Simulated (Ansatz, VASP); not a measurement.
One calculation of Li4NbO4, two programs

```
CELL_PARAMETERS angstrom
-3.81195 3.81195 1.63010
3.81195 -3.81195 1.63010
3.81195 3.81195 -1.63010
ATOMIC_POSITIONS crystal
Li 0.28103 0.21045 0.49148
Li 0.84267 0.33415 0.17683
Li 0.15733 0.66585 0.82317
Li 0.66585 0.84267 0.50852
Nb 0.00000 0.00000 0.00000
O 0.75893 0.07971 0.83864
O 0.92029 0.75893 0.67922
O 0.07971 0.24107 0.32078
O 0.24107 0.92029 0.16136
```

Alike in both runs: task single point; functional PBEsol; k mesh 10 × 10 × 10; occupations gaussian, width 0.05 eV; no spin polarisation.

|  | VASP | Ansatz |
| --- | --- | --- |
| version | VASP 6.6.1 | Ansatz 0.2.0 |
| potentials or method | VASP PAW PBE potentials, release 64 (Li_sv, Nb_sv, O), cutoff 520 eV | scalar-relativistic, plane waves, PAW |
| valence electrons in the cell | 49 | 49 |

|  | VASP | Ansatz | Ansatz less VASP |
| --- | --- | --- | --- |
| rms of the force components (eV/Å) | 1.195 | 1.154 | -0.0403 |

VASP's potentials were made for PBE, not for PBEsol, and Ansatz warns of the same on its side. Atom by atom the forces differ by 0.047 eV/Å (rms over components).

Noted on VASP's run: the cutoff is under 1.25 times that of the potentials, so the pressure is a little rough.
